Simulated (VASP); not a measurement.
A run of VASP 6.6.1:

INCAR

```
SYSTEM = Sb
ALGO = Normal ; EDIFF = 1E-6
ENCUT = 520 ; GGA = PS
ISIF = 2 ; ISMEAR = 0
LASPH = .TRUE. ; LCHARG = .FALSE.
LREAL = .FALSE. ; LWAVE = .FALSE.
NBANDS = 8 ; NELM = 100
PREC = Accurate ; SIGMA = 0.15
```

Contents of KPOINTS:

```
k-points
0
G
  16 16 16
  0 0 0
```

File POSCAR:

```
Sb
1.0
    3.2232000000      0.0000000000      0.0000000000
    0.0000000000      3.1600000000      0.0000000000
    0.0000000000      0.0000000000      3.1600000000
Sb
1
Direct
    0.0000000000      0.0000000000      0.0000000000
```

Potentials or basis: VASP PAW PBE potentials, release 64 (Sb).

Run with:

```console
$ cat potpaw_PBE.64/Sb/POTCAR > POTCAR
$ mpirun -np 1 vasp_std > vasp.out
```

Hardware: 1 thread of Intel Xeon 8259CL, with other jobs on the host.

Task: Estimate the wall time of this run.

Result: It took 56 s on 1 thread of Intel Xeon 8259CL, on a shared host, peak memory 0.22 GiB. Counts: scf iterations 9, k points 405.
